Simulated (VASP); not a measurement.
# KCl in VASP: a series of runs

KCl is run at these levels: PBE; tasks: electric field gradients.

Program: VASP 6.6.1. These are calculated values, not measurements. Logs are shortened: lines on timing, memory, paths and dates and some standing lists are left out, and cuts for length are marked.

### 1 The cell of the first run

It takes space group P4/mmm (No. 123, tetragonal). The conventional cell has a = 3.743 Å, b = 3.743 Å, c = 3.634 Å, α = 90.00°, β = 90.00°, γ = 90.00°. K (site symmetry 4/mmm) has 8 Cl at 3.21 Å and 6 K at 3.63 to 3.74 Å within 4.2 Å. Within 4.2 Å of Cl (site symmetry 4/mmm) lie 8 K at 3.21 Å and 6 Cl at 3.63 to 3.74 Å.

### 2 Electric field gradients, PBE (equal xx and yy strain of +3 %)

INCAR

```
SYSTEM = KCl
PREC     = Accurate       ! precision mode
ENCUT    = 520            ! plane-wave cutoff, eV
EDIFF    = 1E-8           ! SCF threshold, eV
ISMEAR   = -1             ! smearing method
SIGMA    = 0.02           ! smearing width, eV
LREAL    = .FALSE.        ! projectors in reciprocal space
LASPH    = .TRUE.         ! aspherical terms in the spheres
NELM     = 80             ! most SCF steps
ALGO     = Normal         ! electronic algorithm
ISIF     = 2              ! what is computed and relaxed
LWAVE    = .FALSE.        ! write WAVECAR
LCHARG   = .FALSE.        ! write CHGCAR
GGA      = PE             ! functional
LEFG     = .TRUE.       
NBANDS   = 15             ! bands
```

KPOINTS

```
regular mesh
0
G
  7 7 7
  0 0 0
```

POSCAR

```
KCl
1.0
    3.7430200000      0.0000000000      0.0000000000
    0.0000000000      3.7430200000      0.0000000000
    0.0000000000      0.0000000000      3.6340000000
K Cl
1 1
Direct
    0.0000000000      0.0000000000      0.0000000000
    0.5000000000      0.5000000000      0.5000000000
```

Potentials or basis: VASP PAW PBE potentials, release 64 (K_sv, Cl).

Started as:

```
$ cat potpaw_PBE.64/K_sv/POTCAR potpaw_PBE.64/Cl/POTCAR > POTCAR
$ mpirun -np 1 vasp_std > vasp.out
```

OUTCAR:

```text
SYSTEM = KCl
   PREC = Accurate
   ENCUT = 520
   EDIFF = 1E-8
   ISMEAR = -1
   LREAL = .FALSE.
   LASPH = .TRUE.
   NELM = 80
   ISIF = 2
   GGA = PE

 ion  position               nearest neighbor table
   1  0.000  0.000  0.000-   2 3.21   2 3.21   2 3.21   2 3.21   2 3.21   2 3.21   2 3.21   2 3.21

   2  0.500  0.500  0.500-   1 3.21   1 3.21   1 3.21   1 3.21   1 3.21   1 3.21   1 3.21   1 3.21

  LATTYP: Found a simple tetragonal cell.
 ALAT       =     3.7430200000
 C/A-ratio  =     0.9708737864

  Lattice vectors:

 A1 = (   3.7430200000,   0.0000000000,   0.0000000000)
 A2 = (   0.0000000000,   3.7430200000,   0.0000000000)
 A3 = (   0.0000000000,   0.0000000000,   3.6340000000)

Analysis of symmetry for initial positions (statically):
=====================================================================
 Subroutine PRICEL returns:
 Original cell was already a primitive cell.

 Routine SETGRP: Setting up the symmetry group for a
 simple tetragonal supercell.

 Subroutine GETGRP returns: Found 16 space group operations
 (whereof 16 operations were pure point group operations)
 out of a pool of 16 trial point group operations.

The static configuration has the point symmetry D_4h.

Analysis of symmetry for dynamics (positions and initial velocities):
=====================================================================
 Subroutine PRICEL returns:
 Original cell was already a primitive cell.

 Routine SETGRP: Setting up the symmetry group for a
 simple tetragonal supercell.

 Subroutine GETGRP returns: Found 16 space group operations
 (whereof 16 operations were pure point group operations)
 out of a pool of 16 trial point group operations.

The dynamic configuration has the point symmetry D_4h.

 Subroutine INISYM returns: Found 16 space group operations
 (whereof 16 operations are pure point group operations),
 and found     1 'primitive' translations

----------------------------------------------------------------------------------------

                                     Primitive cell

  volume of cell :      50.9131

  direct lattice vectors                    reciprocal lattice vectors
     3.743020000  0.000000000  0.000000000     0.267163948  0.000000000  0.000000000
     0.000000000  3.743020000  0.000000000     0.000000000  0.267163948  0.000000000
     0.000000000  0.000000000  3.634000000     0.000000000  0.000000000  0.275178866

  length of vectors
     3.743020000  3.743020000  3.634000000     0.267163948  0.267163948  0.275178866

  position of ions in fractional coordinates (direct lattice)
     0.000000000  0.000000000  0.000000000
     0.500000000  0.500000000  0.500000000

  ion indices of the primitive-cell ions
   primitive index   ion index
                 1           1
                 2           2

----------------------------------------------------------------------------------------

 KPOINTS: regular mesh

Automatic generation of k-mesh.
 Grid dimensions read from file:
 generate k-points for:    7    7    7

 Generating k-lattice:

  Cartesian coordinates                     Fractional coordinates (reciprocal lattice)
     0.038166278  0.000000000  0.000000000     0.142857143  0.000000000  0.000000000
     0.000000000  0.038166278  0.000000000     0.000000000  0.142857143  0.000000000
     0.000000000  0.000000000  0.039311267     0.000000000  0.000000000  0.142857143

  Length of vectors
     0.038166278  0.038166278  0.039311267

  Shift w.r.t. Gamma in fractional coordinates (k-lattice)
     0.000000000  0.000000000  0.000000000

 Subroutine IBZKPT returns following result:
 ===========================================

 Found     40 irreducible k-points:

 Following reciprocal coordinates:
            Coordinates               Weight
  0.000000  0.000000  0.000000      1.000000
  0.142857  0.000000  0.000000      4.000000
  0.285714  0.000000  0.000000      4.000000
  0.428571  0.000000  0.000000      4.000000
  0.142857  0.142857  0.000000      4.000000
  0.285714  0.142857  0.000000      8.000000
[... 16 lines left out ...]
  0.285714  0.000000  0.285714      8.000000
  0.428571  0.000000  0.285714      8.000000
 [... further k-points ...]
   k-points           NKPTS =     40   k-points in BZ     NKDIM =     40   number of bands    NBANDS=     15
   number of dos      NEDOS =    301   number of ions     NIONS =      2
   total plane-waves  NPLWV =  21952
   dimension x,y,z NGX =    28 NGY =   28 NGZ =   28
   dimension x,y,z NGXF=    56 NGYF=   56 NGZF=   56
   ions per type =               1   1
   NGX,Y,Z   is equivalent  to a cutoff of  12.44, 12.44, 12.81 a.u.
   NGXF,Y,Z  is equivalent  to a cutoff of  24.87, 24.87, 25.62 a.u.
 SYSTEM =  KCl
   PREC   = accura    normal or accurate (medium, high low for compatibility)
   ISTART =      0    job   : 0-new  1-cont  2-samecut
   ICHARG =      2    charge: 1-file 2-atom 10-const
   ISPIN  =      1    spin polarized calculation?
   LNONCOLLINEAR =      F non collinear calculations
   LSORBIT =      F    spin-orbit coupling
   LASPH  =      T    aspherical Exc in radial PAW
   ENCUT  =  520.0 eV  38.22 Ry    6.18 a.u.   6.96  6.96  6.76*2*pi/ulx,y,z
   NELM   =     80;   NELMIN=  2; NELMDL= -5     # of ELM steps
   EDIFF  = 0.1E-07   stopping-criterion for ELM
   LREAL  =      F    real-space projection
   EDIFFG = 0.1E-06   stopping-criterion for IOM
   NSW    =      0    number of steps for IOM
   IBRION =     -1    ionic relax: 0-MD 1-quasi-New 2-CG
   NFREE  =      0    steps in history (QN), initial steepest desc. (CG)
   ISIF   =      2    stress and relaxation
   ISYM   =      2    0-nonsym 1-usesym 2-fastsym
   POTIM  = 0.5000    time-step for ionic-motion
   TEBEG  =    0.0;   TEEND  =   0.0 temperature during run
   PSTRESS=    0.0 pullay stress
   NELECT =      16.0000    total number of electrons
   NUPDOWN=      -1.0000    fix difference up-down
   EMIN   =  10.00;   EMAX   =-10.00  energy-range for DOS
   EFERMI =   0.00;   METHOD = LEGACY
   ISMEAR =    -1;   SIGMA  =   0.02  broadening in eV -4-tet -1-fermi 0-gaus
   EFERMI_NEDOS =   21; number of points for ismear=-14 and -15
   IALGO  =     38    algorithm
   IMIX   =      4    mixing-type and parameters
     AMIX     =   0.40;   BMIX     =  1.00
     AMIX_MAG =   1.60;   BMIX_MAG =  1.00
  volume/ion in A,a.u.               =      25.46       171.79
  Fermi-wavevector in a.u.,A,eV,Ry     =   1.113025  2.103313 16.855246  1.238826
  Thomas-Fermi vector in A             =   2.249606
   LORBIT       =      0    0 simple, 1 ext, 2 COOP (PROOUT), +10 PAW based schemes
   GGA     = PE    functional components
[... 5 lines left out ...]
 non-spin polarized calculation
  energy-cutoff  :      520.00
  volume of cell :       50.91
 maximum number of plane-waves:      1388
 NGX is ok and might be reduce to    28
   NGX = 13   NGY = 13   NGZ = 13

 number of electron      15.9999998 magnetization

 Free energy of the ion-electron system (eV)
  ---------------------------------------------------
  ext. energy  EPLUGINS =         0.00000000
  ---------------------------------------------------
  free energy    TOTEN  =        -6.60978975 eV

  energy without entropy =       -6.60978975  energy(sigma->0) =       -6.60978975

 E-fermi :   0.2084     XC(G=0):  -8.5387

 val. band max:       -0.1997945807   @ k =   0.4286   0.4286   0.0000
 cond. band min:       4.9836683329   @ k =   0.0000   0.0000   0.0000
 fundamental gap:      5.1834629136
 Fermi energy:         0.2084250938

 k-point     1 :       0.0000    0.0000    0.0000
  band No.  band energies     occupation
      1     -28.1770      2.00000
      2     -13.0572      2.00000
      3     -11.5469      2.00000
      4     -11.5469      2.00000
      5     -11.5228      2.00000
      6      -0.5573      2.00000
      7      -0.5573      2.00000
      8      -0.3776      2.00000
      9       4.9837      0.00000
     10       6.1130      0.00000
     11       6.2584      0.00000
     12      10.4868      0.00000
     13      10.7198      0.00000
     14      10.7198      0.00000
     15      13.5727      0.00000

 k-point     2 :       0.1429    0.0000    0.0000
  band No.  band energies     occupation
      1     -28.1719      2.00000
      2     -13.0986      2.00000
      3     -11.5388      2.00000
      4     -11.5155      2.00000
      5     -11.5123      2.00000
      6      -0.9752      2.00000
      7      -0.5681      2.00000
      8      -0.3838      2.00000
      9       5.4876      0.00000
     10       6.3957      0.00000
     11       6.6186      0.00000
     12      10.4465      0.00000
     13      10.6582      0.00000
     14      10.8225      0.00000
     15      12.8481      0.00000

 k-point     3 :       0.2857    0.0000    0.0000
  band No.  band energies     occupation
      1     -28.1605      2.00000
      2     -13.1924      2.00000
      3     -11.5205      2.00000
      4     -11.4988      2.00000
      5     -11.4283      2.00000
      6      -1.7398      2.00000
      7      -0.5933      2.00000
      8      -0.3985      2.00000
      9       6.5527      0.00000
     10       6.9253      0.00000
     11       7.6903      0.00000
     12      10.4446      0.00000
     13      10.5979      0.00000
     14      11.0826      0.00000
     15      11.3655      0.00000
[... 343 lines left out ...]
 k-point    23 :       0.2857    0.0000    0.2857
  band No.  band energies     occupation
      1     -28.1391      2.00000
      2     -13.0467      2.00000
      3     -11.7337      2.00000
      4     -11.4928      2.00000
      5     -11.4581      2.00000
      6      -1.5875      2.00000
      7      -1.2671      2.00000
      8      -0.4914      2.00000
      9       6.9445      0.00000
     10       7.2793      0.00000
     11       8.8924      0.00000
     12       9.2779      0.00000
     13      10.1050      0.00000
     14      10.2791      0.00000
     15      12.1509      0.00000

 k-point    24 :       0.4286    0.0000    0.2857
  band No.  band energies     occupation
      1     -28.1305      2.00000
      2     -12.9885      2.00000
      3     -11.7469      2.00000
      4     -11.5543      2.00000
      5     -11.4807      2.00000
      6      -1.8408      2.00000
      7      -1.2589      2.00000
      8      -0.4484      2.00000
      9       6.7847      0.00000
     10       7.4251      0.00000
     11       9.1448      0.00000
     12       9.5219      0.00000
     13       9.5322      0.00000
     14      10.7514      0.00000
     15      12.3089      0.00000

 [... further k-points ...]
[... 5 lines left out ...]
  --------------------------------------------------------------------------------------
  -------------------------------------------------------------------------------------
  Total        0.6414483      0.6414483      1.1010868      0.0000000      0.0000000     -0.0000000
  in kB       20.1856637     20.1856637     34.6499743      0.0000000      0.0000000     -0.0000000
  external PRESSURE =      25.0071006 kB  Pullay stress =       0.0000000 kB

 VOLUME and BASIS-vectors are now :
 -----------------------------------------------------------------------------
  energy-cutoff  :      520.00
  volume of cell :       50.91
      direct lattice vectors                 reciprocal lattice vectors
     3.743020000  0.000000000  0.000000000     0.267163948  0.000000000  0.000000000
     0.000000000  3.743020000  0.000000000     0.000000000  0.267163948  0.000000000
     0.000000000  0.000000000  3.634000000     0.000000000  0.000000000  0.275178866

 POSITION                                       TOTAL-FORCE (eV/Angst)
 -----------------------------------------------------------------------------------
      0.00000      0.00000      0.00000         0.000000      0.000000      0.000000
      1.87151      1.87151      1.81700         0.000000      0.000000      0.000000
 -----------------------------------------------------------------------------------
    total drift:                                0.000000      0.000000      0.000000

  FREE ENERGIE OF THE ION-ELECTRON SYSTEM (eV)
  ---------------------------------------------------
  free  energy   TOTEN  =        -6.6097897457 eV

  energy  without entropy=       -6.6097897456  energy(sigma->0) =       -6.60978975

 Electric field gradients (V/A^2)
---------------------------------------------------------------------
 ion       V_xx      V_yy      V_zz      V_xy      V_xz      V_yz
---------------------------------------------------------------------
   1      -1.883    -1.883     3.766    -0.000     0.000     0.000
   2       3.757     3.757    -7.514    -0.000     0.000    -0.000
---------------------------------------------------------------------

 Electric field gradients after diagonalization (V/A^2)
 (convention: |V_zz| > |V_xx| > |V_yy|)
----------------------------------------------------------------------
 ion       V_xx      V_yy      V_zz     asymmetry (V_yy - V_xx)/ V_zz
----------------------------------------------------------------------
   1      -1.883    -1.883     3.766       0.000
   2       3.757     3.757    -7.514       0.000
----------------------------------------------------------------------

           NMR quadrupolar parameters

 Cq : quadrupolar parameter    Cq=e*Q*V_zz/h
 eta: asymmetry parameters     (V_yy - V_xx)/ V_zz
 Q  : nuclear electric quadrupole moment in mb (millibarn)
----------------------------------------------------------------------
 ion       Cq(MHz)       eta       Q (mb)
----------------------------------------------------------------------
   1       0.009       0.000       1.000
   2      -0.018       0.000       1.000
----------------------------------------------------------------------
```

Wall time 39 s (1 thread of AMD EPYC 7R13, shared host); peak memory 0.14 GiB.

Results:

```yaml
Free_energy: -6.6098 eV
Pressure: 2.5 GPa
Band_gap_on_the_k_mesh: 5.18 eV, indirect (least direct gap 5.36 eV)
```

Levels at points of the mesh, in eV from the valence-band top:
```csv
k point,band 5,band 6,band 7,band 8,band 9,band 10,band 11,band 12
"(0.00, 0.00, 0.00)",-11.32,-0.36,-0.36,-0.18,5.18,6.31,6.46,10.69
```

Electric field gradients, principal values (V/Å²):
```
atom   least  middle  greatest (by size)
 1 K  -1.883  -1.883               3.766
2 Cl   3.757   3.757              -7.514
```

Caveat: the cell differs from its parent crystal (equal xx and yy strain of +3 %); without QUAD_EFG the Cq values of the log hold for a quadrupole moment of 1 mb, not for the nuclei. A k mesh can miss the band edges.

### 3 Electric field gradients, PBE (equal xy, yz and zx shear strains of -1 %)

INCAR

```
SYSTEM = KCl
  PREC = Accurate
  ENCUT = 520
  EDIFF = 1E-8
  ISMEAR = -1
  SIGMA = 0.02
  LREAL = .FALSE.
  LASPH = .TRUE.
  NELM = 80
  ALGO = Normal
  ISIF = 2
  LWAVE = .FALSE.
  LCHARG = .FALSE.
  GGA = PE
  LEFG = .TRUE.
  NBANDS = 15
```

KPOINTS is that of step 2.

POSCAR

```
KCl
1.0
    3.6340000000     -0.0181700000     -0.0181700000
   -0.0181700000      3.6340000000     -0.0181700000
   -0.0181700000     -0.0181700000      3.6340000000
K Cl
1 1
Direct
    0.0000000000      0.0000000000      0.0000000000
    0.5000000000      0.5000000000      0.5000000000
```

Potentials or basis: VASP PAW PBE potentials, release 64 (K_sv, Cl).

Started as:

```
$ cat potpaw_PBE.64/K_sv/POTCAR potpaw_PBE.64/Cl/POTCAR > POTCAR
$ mpirun -np 1 vasp_std > vasp.out
```

OUTCAR:

```text
SYSTEM = KCl
   PREC = Accurate
   ENCUT = 520
   EDIFF = 1E-8
   ISMEAR = -1
   LREAL = .FALSE.
   LASPH = .TRUE.
   NELM = 80
   ISIF = 2
   GGA = PE

 ion  position               nearest neighbor table
   1  0.000  0.000  0.000-   2 3.12   2 3.12   2 3.16   2 3.16   2 3.16   2 3.16   2 3.16   2 3.16

   2  0.500  0.500  0.500-   1 3.12   1 3.12   1 3.16   1 3.16   1 3.16   1 3.16   1 3.16   1 3.16

  LATTYP: Found a trigonal (rhomboedric) cell.
 ALAT       =     3.6340908489
 COS(alpha) =    -0.0099745013

[... 647 lines left out ...]
  ---------------------------------------------------
  free  energy   TOTEN  =        -6.5492660745 eV

  energy  without entropy=       -6.5492660745  energy(sigma->0) =       -6.54926607

 Electric field gradients (V/A^2)
---------------------------------------------------------------------
 ion       V_xx      V_yy      V_zz      V_xy      V_xz      V_yz
---------------------------------------------------------------------
   1      -0.000     0.000    -0.000    -1.253    -1.253    -1.253
   2       0.000     0.000    -0.000    -0.405    -0.405    -0.405
---------------------------------------------------------------------

 Electric field gradients after diagonalization (V/A^2)
 (convention: |V_zz| > |V_xx| > |V_yy|)
----------------------------------------------------------------------
 ion       V_xx      V_yy      V_zz     asymmetry (V_yy - V_xx)/ V_zz
----------------------------------------------------------------------
   1       1.253     1.253    -2.505       0.000
   2       0.405     0.405    -0.810       0.000
----------------------------------------------------------------------

           NMR quadrupolar parameters

 Cq : quadrupolar parameter    Cq=e*Q*V_zz/h
 eta: asymmetry parameters     (V_yy - V_xx)/ V_zz
 Q  : nuclear electric quadrupole moment in mb (millibarn)
----------------------------------------------------------------------
 ion       Cq(MHz)       eta       Q (mb)
----------------------------------------------------------------------
   1      -0.006       0.000       1.000
   2      -0.002       0.000       1.000
----------------------------------------------------------------------
```

stdout:

```text
POSCAR found type information on POSCAR K Cl
 POSCAR found :  2 types and       2 ions
 scaLAPACK will be used
 LDA part: xc-table for (Slater+PW92), standard interpolation
 POSCAR, INCAR and KPOINTS ok, starting setup
 FFT: planning ... GRIDC
 FFT: planning ... GRID_SOFT
 FFT: planning ... GRID
 WAVECAR not read
 entering main loop
ion   1

ion   2
```

Run time: 51 s. Hardware: 1 thread of AMD EPYC 7R13, shared host; peak memory 0.14 GiB.

What came out:

* Free energy: -6.5493 eV
* Pressure: 4.5 GPa
* Band gap on the k mesh: 5.61 eV, indirect (least direct gap 5.81 eV)

Stress tensor (GPa, compression positive):
```
4.54 0.17 0.17
0.17 4.54 0.17
0.17 0.17 4.54
```

Electric field gradients, principal values (V/Å²):
| atom | least | middle | greatest (by size) |
| --- | --- | --- | --- |
| 1 K | 1.253 | 1.253 | -2.505 |
| 2 Cl | 0.405 | 0.405 | -0.810 |

Caveat: the cell differs from its parent crystal (equal xy, yz and zx shear strains of -1 %); without QUAD_EFG the Cq values of the log hold for a quadrupole moment of 1 mb, not for the nuclei. A k mesh can miss the band edges.
